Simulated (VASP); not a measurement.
Runs of VASP 6.6.1 on Sr. The structure is that of space group Fd-3m (No. 227), or close to it. The cells are those of the table. This isn't the form of Sr at room conditions, which is fcc.

| task | cell | cutoff (eV) | gap on the mesh (eV) | pressure (GPa) |
| --- | --- | --- | --- | --- |
| single point | a = 6.564 Å, angles 60.0°, 2 atoms | 520 | none | 0.0 |
| single point | a = 4.660 Å, angles 60.0°, 2 atoms | 520 | none | 5.2 |
| single point | a = 4.208 Å, angles 60.0°, 2 atoms | 520 | none | (a) |
| relaxation of cell and atoms | relaxed from a = 5.918 Å, angles 60.0°, 2 atoms | 600 | none | 0.0 |
| relaxation of cell and atoms | relaxed to 10 GPa from a = 5.918 Å, angles 60.0°, 2 atoms | 600 | none | 10.0 |
| relaxation of cell and atoms | relaxed to 5 GPa from a = 5.918 Å, angles 60.0°, 2 atoms | 600 | none | 4.9 |
| relaxation of cell and atoms | relaxed to 20 GPa from a = 5.918 Å, angles 60.0°, 2 atoms | 600 | none | 20.0 |
| single point | a = 4.431 Å, angles 60.0°, 2 atoms | 520 | none | 10.6 |

Alike in all rows: level PBEsol; potentials or basis VASP PAW PBE potentials, release 64 (Sr_sv); no spin polarisation; k mesh 4 × 4 × 4; smearing methfessel-paxton 0.05 eV.

Question: Fill in the values left out.

Answer: (a) 21.2.

Caveats: some runs use coarse meshes; the PAW data sets were made with another functional, which shifts forces and pressure a little; the cell is relaxed towards a set pressure, so the run minimises the enthalpy, not the energy (at least some runs).

A k mesh can miss the band edges, and the runs leave out spin-orbit coupling on Sr.

A gap of «none» marks levels without a gap at the run's occupations.
